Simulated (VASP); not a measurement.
# Hf5H: single point with PBE+D3(BJ)

The system is Hf5H, a slab with vacuum.

```
Hf H
1.0
     4.95641    0.00000    0.00000
    -2.47821    4.29238    0.00000
     0.00000    0.00000   21.13284
Hf H
5 1
Direct
  0.66667 0.33333 0.18928
  0.33333 0.66667 0.23715
  0.00000 0.00000 0.27634
  0.66667 0.33333 0.31643
  0.33333 0.66667 0.37065
  0.33333 0.66667 0.52680
```

```
Program                : VASP 6.6.1
Task                   : single point
Functional             : PBE
Dispersion             : D3(BJ)
Potentials or basis    : VASP PAW PBE potentials, release 64 (Hf_pv, H)
Cutoff                 : 520 eV
k mesh                 : 6 × 6 × 1
Occupations            : gaussian, width 0.1 eV
Spin                   : no spin polarisation
Dipole correction      : yes
Further INCAR settings : ALGO = Normal; EDIFF = 1e-07; NBANDS = 34
```

```yaml
Largest_force: 1.138 eV/Å
Dispersion_energy_per_atom: -0.200 eV
```

Forces in eV/Å, atoms in the order of the input:
```
Hf   0.000  0.000 -0.944
Hf   0.000  0.000  1.072
Hf   0.000  0.000  0.052
Hf   0.000  0.000 -0.189
Hf   0.000  0.000  1.138
H    0.000  0.000 -1.128
```

Levels at points of the mesh, in eV from the Fermi level:
```
           k point  band 23  band 24  band 25  band 26  band 27  band 28  band 29  band 30
(0.00, 0.00, 0.00)    -0.75    -0.31    -0.28    -0.28    -0.03    -0.03     0.27     1.05
(0.50, 0.00, 0.00)    -0.52    -0.21    -0.07    -0.03     0.07     0.11     0.23     0.90
```

Wall time 7.1 min on 1 thread of Intel(R) Xeon(R) Platinum 8259CL CPU @ 2.50GHz (Skylake/Cascade Lake), on a shared host, peak memory 0.59 GiB.

Caveat: spin-orbit coupling is left out, which moves the levels of the heavy elements.
